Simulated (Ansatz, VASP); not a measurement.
**Si in VASP and in Ansatz**

The input INCAR:

```
PREC = Accurate ; ENCUT = 600
EDIFF = 1E-6 ; ISMEAR = 0
SIGMA = 0.01 ; LREAL = F
LASPH = T ; NELM = 80
ALGO = Normal ; ISIF = 3
LWAVE = F ; LCHARG = F
GGA = PS ; IBRION = 2
NSW = 100 ; EDIFFG = -0.01
```

KPOINTS

```
regular mesh
0
Gamma
  8 8 8
```

Contents of POSCAR:

```
Si
1.0
   -3.3360831900      3.3360831900      3.3360831900
    3.3360831900     -3.3360831900      3.3360831900
    3.3360831900      3.3360831900     -3.3360831900
Si
6
Direct
    0.7500000000      0.2500000000      0.5000000000
    0.7500000000      0.5000000000      0.2500000000
    0.5000000000      0.2500000000      0.7500000000
    0.2500000000      0.5000000000      0.7500000000
    0.2500000000      0.7500000000      0.5000000000
    0.5000000000      0.7500000000      0.2500000000
```

Input for Ansatz:

```yaml
crystal:
  lattice:
    - [-3.33608319, 3.33608319, 3.33608319]
    - [3.33608319, -3.33608319, 3.33608319]
    - [3.33608319, 3.33608319, -3.33608319]
  atoms:
    - { symbol: Si, position: [0.75, 0.25, 0.5] }
    - { symbol: Si, position: [0.75, 0.5, 0.25] }
    - { symbol: Si, position: [0.5, 0.25, 0.75] }
    - { symbol: Si, position: [0.25, 0.5, 0.75] }
    - { symbol: Si, position: [0.25, 0.75, 0.5] }
    - { symbol: Si, position: [0.5, 0.75, 0.25] }
basis:
  ecutwfc: 420
kpoints:
  mp_grid: { grid: [8, 8, 8] }
hamiltonian:
  xc: pbesol
scf:
  occupations: { method: gaussian, width: 0.01 }
output:
  forces: true
  stress: true
  eigenvalues: true
relax:
  adjacent_minimum: "off"
  f_tol: 0.01
  max_steps: 80
  cell: { stress_tol: 0.05 }
```

Alike in both runs: task relaxation of cell and atoms; functional PBEsol; k mesh 8 × 8 × 8; occupations gaussian, width 0.01 eV; no spin polarisation.

|  | VASP | Ansatz |
| --- | --- | --- |
| version | VASP 6.6.1 | Ansatz 0.2.0 |
| potentials or method | VASP PAW PBE potentials, release 64 (Si), cutoff 600 eV | scalar-relativistic, plane waves, PAW |
| valence electrons in the cell | 24 | 24 |

Ansatz gave:

```
gap on the k mesh at the Fermi level, each at its own relaxed structure (eV) : 0.09
relaxed volume (Å³/atom)                                                     : 24.98
relaxed cell length with the largest relative difference (Å)                 : 5.796
```

Q: Estimate VASP's values.

A: gap on the k mesh at the Fermi level, each at its own relaxed structure (eV): 0.08; relaxed volume (Å³/atom): 25.02; relaxed cell length with the largest relative difference (Å): 5.799.

VASP's potentials were made for PBE, not for PBEsol.
